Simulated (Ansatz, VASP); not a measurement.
## One calculation of AlNi, two programs

Contents of INCAR:

```
ALGO = Normal ; EDIFF = 1E-7
EDIFFG = -0.01 ; ENCUT = 600
GGA = PE ; GGA_COMPAT = F
IBRION = 2 ; ISIF = 3
ISMEAR = 0 ; LASPH = T
LCHARG = F ; LREAL = F
LWAVE = F ; NELM = 120
NELMIN = 4 ; NSW = 100
PREC = Accurate ; SIGMA = 0.1
```

The input KPOINTS:

```
k-points
0
Gamma
  9 9 10
```

POSCAR

```
AlNi
1.0
    5.1608193769      0.0000000000      0.0000000000
   -2.5804096885      4.4694006848      0.0000000000
    0.0000000000      0.0000000000      3.9088322624
Al Ni
3 3
Direct
    0.5000000000      0.0000000000      0.0000000000
    0.5000000000      0.5000000000      0.0000000000
    0.0000000000      0.5000000000      0.0000000000
    0.0000000000      0.0000000000      0.0000000000
    0.3333333333      0.6666666667      0.5000000000
    0.6666666667      0.3333333333      0.5000000000
```

Input for Ansatz:

```yaml
crystal:
  lattice:
    - [5.1608193769, 0.0, 0.0]
    - [-2.5804096885, 4.4694006848, 0.0]
    - [0.0, 0.0, 3.9088322624]
  atoms:
    - { symbol: Al, position: [0.5, 0.0, 0.0] }
    - { symbol: Al, position: [0.5, 0.5, 0.0] }
    - { symbol: Al, position: [0.0, 0.5, 0.0] }
    - { symbol: Ni, position: [0.0, 0.0, 0.0] }
    - { symbol: Ni, position: [0.3333333333, 0.6666666667, 0.5] }
    - { symbol: Ni, position: [0.6666666667, 0.3333333333, 0.5] }
basis:
  ecutwfc: 420
kpoints:
  mp_grid: { grid: [9, 9, 10] }
hamiltonian:
  xc: pbe
scf:
  occupations: { method: gaussian, width: 0.1 }
output:
  forces: true
  stress: true
  eigenvalues: true
relax:
  adjacent_minimum: "off"
  f_tol: 0.01
  max_steps: 80
  cell: { stress_tol: 0.05 }
```

Alike in both runs: task relaxation of cell and atoms; functional PBE; k mesh 9 × 9 × 10; occupations gaussian, width 0.1 eV; no spin polarisation.

```csv
,VASP,Ansatz
version,VASP 6.6.1,Ansatz 0.2.0
potentials or method,"VASP PAW PBE potentials, release 64 (Al, Ni), cutoff 600 eV","scalar-relativistic, plane waves, PAW"
valence electrons in the cell,39,63
```

|  | VASP | Ansatz | Ansatz less VASP |
| --- | --- | --- | --- |
| gap on the k mesh at the Fermi level, each at its own relaxed structure (eV) | none | none | - |
| relaxed volume (Å³/atom) | 15.07 | 15.07 | -0.006 |
| relaxed length of the cell vector where the two differ most in proportion (Å) | 3.901 | 3.904 | +0.0030 |

A gap of «none» marks a metal or a gap that the smearing closes. VASP's potentials hold 39 valence electrons a cell and Ansatz's 63, so a difference there can come from the potentials and not from the codes.
